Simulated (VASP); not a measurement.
# Mg6Ti3Ga5Cu3Si3 (P1) in VASP: single point with PBE

Aim: the single point of Mg6Ti3Ga5Cu3Si3 with PBE.

Program: VASP 6.6.1. These are calculated values, not measurements. Logs are shortened: lines on timing, memory, paths and dates and some standing lists are left out, and cuts for length are marked.

### Step 1. The cell of the first run

The typed cell holds 20 atoms: a = 7.374 Å, b = 8.090 Å, c = 6.254 Å, α = 76.35°, β = 90.23°, γ = 74.39°.

### Step 2. Single point, PBE

File INCAR:

```
PREC = Accurate ; ENCUT = 520
EDIFF = 1E-7 ; ISMEAR = 0
SIGMA = 0.1 ; LREAL = Auto
LASPH = T ; NELM = 80
ALGO = Normal ; ISIF = 2
LWAVE = F ; LCHARG = F
GGA = PE ; NBANDS = 95
ISYM = 0
```

File KPOINTS:

```
Automatic mesh
0
Gamma
  2 2 2
  0.5 0.5 0.5
```

File POSCAR:

```
Mg6Ti3Ga5Cu3Si3
1.0
   -5.6500876655      4.3902798853     -1.7825578102
   -5.7531449525     -1.5221151838      5.4807796257
    1.4646393776      3.7772195730      4.7646620264
Mg Si Ti Cu Ga
6 3 3 3 5
Direct
    1.0192875394     -0.0168227337      0.9326482173
    0.6102473010      0.1814488901      0.0673378473
    0.6332344479      0.7988117315      0.2971011062
    0.9344953529      0.9762649234      0.4300411034
    0.2809175657      0.2759927542      0.6889247023
    0.7228087028      0.8059460349      0.7913611936
    0.5355956103      0.5564108178      1.0635224597
    0.0011293695      0.6084806613      0.1377586756
    0.7345421584      0.2046413470      0.6705686932
    0.2653793608      0.7005330111      0.3138712506
    0.2025710263      0.6482660268      0.8098415917
    0.8922858134      0.4036750563      0.9177547900
    0.3047136395      0.3804905979      0.1914608325
    0.5355877518      0.0902110693      0.4784305668
    0.3917985839      0.8877473128      0.9553082281
    0.2422813113      0.1033331987      0.1716006424
    0.8532128535      0.3623671616      0.3401901325
   -0.0218318801      0.5920674113      0.5377902967
    0.3192678953     -0.0898207363      0.5748516485
    0.5431675607      0.5236820434      0.6464320397
```

Potentials or basis: VASP PAW PBE potentials, release 64 (Mg, Si, Ti_sv, Cu, Ga_d).

Started as:

```console
cat potpaw_PBE.64/Mg/POTCAR potpaw_PBE.64/Si/POTCAR potpaw_PBE.64/Ti_sv/POTCAR potpaw_PBE.64/Cu/POTCAR potpaw_PBE.64/Ga_d/POTCAR > POTCAR
mpirun -np 1 vasp_std > vasp.out
```

OUTCAR:

```text
PREC = Accurate
   ENCUT = 520
   EDIFF = 1E-7
   ISMEAR = 0
   LREAL = Auto
   LASPH = T
   NELM = 80
   ISIF = 2
   GGA = PE
   ISYM = 0

 ion  position               nearest neighbor table
   1  0.019  0.983  0.933-   9 2.62  15 2.64  16 2.72  11 2.96   8 3.04  10 3.06   6 3.14   4 3.17
                            19 3.20   4 3.22   2 3.23  12 3.25   5 3.53
   2  0.610  0.181  0.067-  14 2.61  13 2.63   9 2.63   7 2.93  16 2.99   3 3.05   4 3.11  12 3.11
                             5 3.19   1 3.23  20 3.26
   3  0.633  0.799  0.297-  15 2.61  14 2.78  18 2.83   7 2.93  20 2.95  19 2.97  10 3.02   8 3.04
                             2 3.05   4 3.15   6 3.18  16 3.20   6 3.22
   4  0.934  0.976  0.430-   9 2.78  19 2.84  14 2.88  17 2.93  18 2.95   6 3.03  10 3.05  16 3.05
                             2 3.11   3 3.15   1 3.17   1 3.22  11 3.28
   5  0.281  0.276  0.689-  14 2.64  18 2.86  13 3.04  16 3.06  15 3.07  20 3.11  19 3.15  11 3.18
                             2 3.19  12 3.24   9 3.25   1 3.53
   6  0.723  0.806  0.791-  15 2.63  14 2.68   8 2.83  18 2.94   7 2.96   4 3.03  12 3.06  19 3.08
                             1 3.14   9 3.16   3 3.18  20 3.22   3 3.22
   7  0.536  0.556  0.064-  13 2.52  15 2.53  20 2.68  10 2.72  11 2.74  17 2.77  12 2.84   2 2.93
                             3 2.93   6 2.96
   8  0.001  0.608  0.138-  13 2.45  18 2.48  11 2.55  10 2.59  17 2.60  12 2.66   6 2.83   3 3.04
                             1 3.04
   9  0.735  0.205  0.671-  14 2.39  17 2.46  20 2.56   1 2.62   2 2.63   4 2.78  12 2.92   6 3.16
                             5 3.25
  10  0.265  0.701  0.314-   8 2.59  19 2.71  15 2.71   7 2.72  20 2.75  18 2.77  13 2.81   3 3.02
                             4 3.05   1 3.06
  11  0.203  0.648  0.810-   8 2.55  18 2.57  19 2.63  20 2.74   7 2.74  13 2.76   1 2.96   5 3.18
                             4 3.28
  12  0.892  0.404  0.918-  17 2.61   8 2.66  18 2.68   7 2.84  20 2.88   9 2.92   6 3.06   2 3.11
                             5 3.24   1 3.25
  13  0.305  0.380  0.191-  16 2.44   8 2.45   7 2.52   2 2.63  14 2.73  11 2.76  10 2.81   5 3.04

  14  0.536  0.090  0.478-   9 2.39  19 2.42   2 2.61   5 2.64   6 2.68  13 2.73   3 2.78  16 2.85
                             4 2.88
  15  0.392  0.888  0.955-  19 2.39  16 2.49   7 2.53   3 2.61   6 2.63   1 2.64  10 2.71   5 3.07

  16  0.242  0.103  0.172-  13 2.44  15 2.49  19 2.60   1 2.72  14 2.85   2 2.99   4 3.05   5 3.06
                             3 3.20
  17  0.853  0.362  0.340-   9 2.46   8 2.60  12 2.61   7 2.77  18 2.80   4 2.93
  18  0.978  0.592  0.538-   8 2.48  11 2.57  12 2.68  10 2.77  17 2.80   3 2.83   5 2.86   6 2.94
                             4 2.95
  19  0.319  0.910  0.575-  15 2.39  14 2.42  16 2.60  11 2.63  10 2.71   4 2.84   3 2.97   6 3.08
                             5 3.15   1 3.20
  20  0.543  0.524  0.646-   9 2.56   7 2.68  11 2.74  10 2.75  12 2.88   3 2.95   5 3.11   6 3.22
                             2 3.26

IMPORTANT INFORMATION: All symmetrisations will be switched off!
NOSYMM: (Re-)initialisation of all symmetry stuff for point group C_1.

----------------------------------------------------------------------------------------

                                     Primitive cell

  volume of cell :     348.2957

  direct lattice vectors                    reciprocal lattice vectors
    -5.650087666  4.390279885 -1.782557810    -0.080260754  0.101750210 -0.055991343
    -5.753144952 -1.522115184  5.480779626    -0.079390343 -0.069796889  0.079736274
     1.464639378  3.777219573  4.764662026     0.061295332  0.118354040  0.097210515

  length of vectors
     7.373978604  8.090392869  6.254163448     0.141173384  0.132409613  0.164968726

  position of ions in fractional coordinates (direct lattice)
     0.019287539  0.983177266  0.932648217
     0.610247301  0.181448890  0.067337847
     0.633234448  0.798811732  0.297101106
     0.934495353  0.976264923  0.430041103
     0.280917566  0.275992754  0.688924702
     0.722808703  0.805946035  0.791361194
[... 12 lines left out ...]
     0.319267895  0.910179264  0.574851649
     0.543167561  0.523682043  0.646432040

  ion indices of the primitive-cell ions
   primitive index   ion index
                 1           1
                 2           2
                 3           3
                 4           4
                 5           5
                 6           6
[... 12 lines left out ...]
                19          19
                20          20

----------------------------------------------------------------------------------------

 KPOINTS: Automatic mesh

Automatic generation of k-mesh.
 Grid dimensions read from file:
 generate k-points for:    2    2    2

 Generating k-lattice:

  Cartesian coordinates                     Fractional coordinates (reciprocal lattice)
    -0.040130377  0.050875105 -0.027995671     0.500000000 -0.000000000 -0.000000000
    -0.039695171 -0.034898444  0.039868137     0.000000000  0.500000000  0.000000000
     0.030647666  0.059177020  0.048605257     0.000000000 -0.000000000  0.500000000

  Length of vectors
     0.070586692  0.066204807  0.082484363

  Shift w.r.t. Gamma in fractional coordinates (k-lattice)
     0.500000000  0.500000000  0.500000000

 Subroutine IBZKPT returns following result:
 ===========================================

 Found      4 irreducible k-points:

 Following reciprocal coordinates:
            Coordinates               Weight
  0.250000  0.250000  0.250000      2.000000
 -0.250000  0.250000  0.250000      2.000000
  0.250000 -0.250000  0.250000      2.000000
 -0.250000 -0.250000  0.250000      2.000000
   k-points           NKPTS =      4   k-points in BZ     NKDIM =      4   number of bands    NBANDS=     95
   number of dos      NEDOS =    301   number of ions     NIONS =     20
   total plane-waves  NPLWV = 161280
   dimension x,y,z NGX =    56 NGY =   60 NGZ =   48
   dimension x,y,z NGXF=   112 NGYF=  120 NGZF=   96
   ions per type =               6   3   3   3   5
   NGX,Y,Z   is equivalent  to a cutoff of  12.63, 12.33, 12.76 a.u.
   NGXF,Y,Z  is equivalent  to a cutoff of  25.25, 24.66, 25.52 a.u.
 SYSTEM =  unknown system
   PREC   = accura    normal or accurate (medium, high low for compatibility)
   ISTART =      0    job   : 0-new  1-cont  2-samecut
   ICHARG =      2    charge: 1-file 2-atom 10-const
   ISPIN  =      1    spin polarized calculation?
   LNONCOLLINEAR =      F non collinear calculations
   LSORBIT =      F    spin-orbit coupling
   LASPH  =      T    aspherical Exc in radial PAW
   ENCUT  =  520.0 eV  38.22 Ry    6.18 a.u.  13.71 15.04 11.63*2*pi/ulx,y,z
   NELM   =     80;   NELMIN=  2; NELMDL= -5     # of ELM steps
   EDIFF  = 0.1E-06   stopping-criterion for ELM
   LREAL  =      T    real-space projection
   EDIFFG = 0.1E-05   stopping-criterion for IOM
   NSW    =      0    number of steps for IOM
   IBRION =     -1    ionic relax: 0-MD 1-quasi-New 2-CG
   NFREE  =      0    steps in history (QN), initial steepest desc. (CG)
   ISIF   =      2    stress and relaxation
   ISYM   =      0    0-nonsym 1-usesym 2-fastsym
   POTIM  = 0.5000    time-step for ionic-motion
   TEBEG  =    0.0;   TEEND  =   0.0 temperature during run
   PSTRESS=    0.0 pullay stress
   NELECT =     158.0000    total number of electrons
   NUPDOWN=      -1.0000    fix difference up-down
   EMIN   =  10.00;   EMAX   =-10.00  energy-range for DOS
   EFERMI =   0.00;   METHOD = LEGACY
   ISMEAR =     0;   SIGMA  =   0.10  broadening in eV -4-tet -1-fermi 0-gaus
   EFERMI_NEDOS =   21; number of points for ismear=-14 and -15
   IALGO  =     38    algorithm
   IMIX   =      4    mixing-type and parameters
     AMIX     =   0.40;   BMIX     =  1.00
     AMIX_MAG =   1.60;   BMIX_MAG =  1.00
  volume/ion in A,a.u.               =      17.41       117.52
  Fermi-wavevector in a.u.,A,eV,Ry     =   1.257895  2.377077 21.528507  1.582301
  Thomas-Fermi vector in A             =   2.391532
   LORBIT       =      0    0 simple, 1 ext, 2 COOP (PROOUT), +10 PAW based schemes
   GGA     = PE    functional components
   LHFCALC =     F    Hartree Fock is set to
   AEXX    =    0.0000 exact exchange contribution
   IVDW    =     0    specifies the selected vdW correction
   LEPSILON=     F    determine dielectric tensor
   LRPA    =     F    only Hartree local field effects (RPA)
 non-spin polarized calculation
 Gauss-broadening in eV      SIGMA  =   0.10
  energy-cutoff  :      520.00
  volume of cell :      348.30
 maximum number of plane-waves:      9385
 NGX is ok and might be reduce to    54
   NGX = 27   NGY = 31   NGZ = 23

 number of electron     157.9999992 magnetization

 Free energy of the ion-electron system (eV)
  ---------------------------------------------------
  ext. energy  EPLUGINS =         0.00000000
  ---------------------------------------------------
  free energy    TOTEN  =       -77.26445227 eV

  energy without entropy =      -77.23556856  energy(sigma->0) =      -77.25001041

 E-fermi :   5.8255     XC(G=0): -10.4754

 val. band max:        5.7472366869   @ k =   0.2500  -0.2500   0.2500
 cond. band min:       5.9174837214   @ k =   0.2500   0.2500   0.2500
 fundamental gap:      0.1702470344
 Fermi energy:         5.8255245892

 k-point     1 :       0.2500    0.2500    0.2500
  band No.  band energies     occupation
      1     -51.2468      2.00000
      2     -51.1174      2.00000
      3     -51.0679      2.00000
      4     -27.5935      2.00000
      5     -27.4871      2.00000
      6     -27.4821      2.00000
[... 83 lines left out ...]
     90       7.5553      0.00000
     91       7.7898      0.00000

 k-point     2 :      -0.2500    0.2500    0.2500
  band No.  band energies     occupation
      1     -51.2468      2.00000
      2     -51.1174      2.00000
      3     -51.0679      2.00000
      4     -27.5935      2.00000
      5     -27.4871      2.00000
      6     -27.4821      2.00000
[... 83 lines left out ...]
     90       7.6096      0.00000
     91       7.6702      0.00000

 k-point     3 :       0.2500   -0.2500    0.2500
  band No.  band energies     occupation
      1     -51.2468      2.00000
      2     -51.1174      2.00000
      3     -51.0679      2.00000
      4     -27.5935      2.00000
      5     -27.4871      2.00000
      6     -27.4821      2.00000
[... 83 lines left out ...]
     90       7.6224      0.00000
     91       7.6908      0.00000

 k-point     4 :      -0.2500   -0.2500    0.2500
  band No.  band energies     occupation
      1     -51.2468      2.00000
      2     -51.1174      2.00000
      3     -51.0679      2.00000
      4     -27.5935      2.00000
      5     -27.4871      2.00000
      6     -27.4821      2.00000
[... 83 lines left out ...]
     90       7.5366      0.00000
     91       7.7999      0.00000
 [bands above 91 left out]

------------------------ aborting loop because EDIFF is reached ----------------------------------------

  FORCE on cell =-STRESS in cart. coord.  units (eV):
  Direction    XX          YY          ZZ          XY          YZ          ZX
  --------------------------------------------------------------------------------------
  -------------------------------------------------------------------------------------
  Total        0.0152902      0.0125982     -0.0822861      0.0430075      0.0659432      0.0043929
  in kB        0.0703357      0.0579521     -0.3785200      0.1978366      0.3033419      0.0202074
  external PRESSURE =      -0.0834107 kB  Pullay stress =       0.0000000 kB

 VOLUME and BASIS-vectors are now :
 -----------------------------------------------------------------------------
  energy-cutoff  :      520.00
  volume of cell :      348.30
      direct lattice vectors                 reciprocal lattice vectors
    -5.650087666  4.390279885 -1.782557810    -0.080260754  0.101750210 -0.055991343
    -5.753144952 -1.522115184  5.480779626    -0.079390343 -0.069796889  0.079736274
     1.464639378  3.777219573  4.764662026     0.061295332  0.118354040  0.097210515

 POSITION                                       TOTAL-FORCE (eV/Angst)
 -----------------------------------------------------------------------------------
     -4.39934      2.11099      9.79795         0.011277     -0.002333     -0.001312
     -4.39323      2.65732      0.22752        -0.001414      0.005280     -0.006828
     -7.73836      2.68641      4.66492        -0.004395      0.001918      0.000156
    -10.26672      4.24107      5.73390         0.006824     -0.003575      0.002024
     -2.16601      3.41543      4.29440         0.009646      0.009219      0.002970
     -7.56160      4.93573      6.89933        -0.009235      0.006412      0.003707
[... 12 lines left out ...]
     -6.19833      2.18762      7.15835         0.000380     -0.011500     -0.001229
     -5.13497      4.02927      4.98199         0.001207     -0.003289     -0.004553
 -----------------------------------------------------------------------------------
    total drift:                                0.010503     -0.008485      0.005745

  FREE ENERGIE OF THE ION-ELECTRON SYSTEM (eV)
  ---------------------------------------------------
  free  energy   TOTEN  =       -77.2644522681 eV

  energy  without entropy=      -77.2355685573  energy(sigma->0) =      -77.25001041
```

Run time: 8.9 min. Hardware: 1 thread of AMD EPYC 7R43 (Zen 3), shared host; peak memory 0.4 GiB.

Results:

| Property | Result |
| --- | --- |
| Free energy | -77.2645 eV |
| Pressure | 0.0 GPa |
| Largest force | 0.031 eV/Å |
| Band gap on the k mesh | 0.17 eV, indirect (least direct gap 0.23 eV) |

Forces in eV/Å, atoms in the order of the input:
```
Mg   0.011 -0.002 -0.001
Mg  -0.001  0.005 -0.007
Mg  -0.004  0.002  0.000
Mg   0.007 -0.004  0.002
Mg   0.010  0.009  0.003
Mg  -0.009  0.006  0.004
Si  -0.011  0.009 -0.001
Si  -0.012 -0.027  0.010
Si  -0.004  0.011  0.012
Ti  -0.002 -0.011  0.013
Ti  -0.008  0.004  0.001
Ti   0.009 -0.006 -0.023
Cu  -0.006  0.010  0.005
Cu  -0.001 -0.003 -0.019
Cu  -0.008  0.006  0.002
Ga   0.017 -0.012  0.003
Ga   0.012  0.018  0.001
Ga  -0.002  0.000  0.001
Ga   0.000 -0.011 -0.001
Ga   0.001 -0.003 -0.005
```

A k mesh can miss the band edges.
